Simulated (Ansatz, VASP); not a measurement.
GaN: VASP beside Ansatz

```
Ga N
1.0
     0.00000    2.22304    2.22304
     2.22304    0.00000    2.22304
     2.22304    2.22304    0.00000
Ga N
1 1
Cartesian
  0.0000 0.0000 0.0000
  1.1115 1.1115 1.1115
```

Alike in both runs: task single point; functional PBEsol-based global hybrid; k mesh 5 × 5 × 5; occupations fermi-dirac, width 0.05 eV; no spin polarisation.

```csv
,VASP,Ansatz
version,VASP 6.6.1,Ansatz 0.2.0
potentials or method,"VASP PAW PBE potentials, release 64 (Ga_d, N)",Ansatz PAW
plane-wave cutoff (eV),520,420
valence electrons in the cell,18,18
```

Ansatz gave:

* gap on the k mesh at the Fermi level (eV): 3.93
* least direct gap on the mesh (eV): 3.93
* pressure (GPa): 2.6

Q: Which values does VASP return?

A: gap on the k mesh at the Fermi level (eV): 4.00; least direct gap on the mesh (eV): 4.00; pressure (GPa): 2.4.

VASP's potentials were made for PBE, not for PBEsol-based global hybrid.

The k mesh is coarse, so the values compare programs but aren't converged. Noted on Ansatz's run: odd divisions of the mesh miss points on the zone boundary, where band edges often lie, so the gap on the mesh can be too wide.
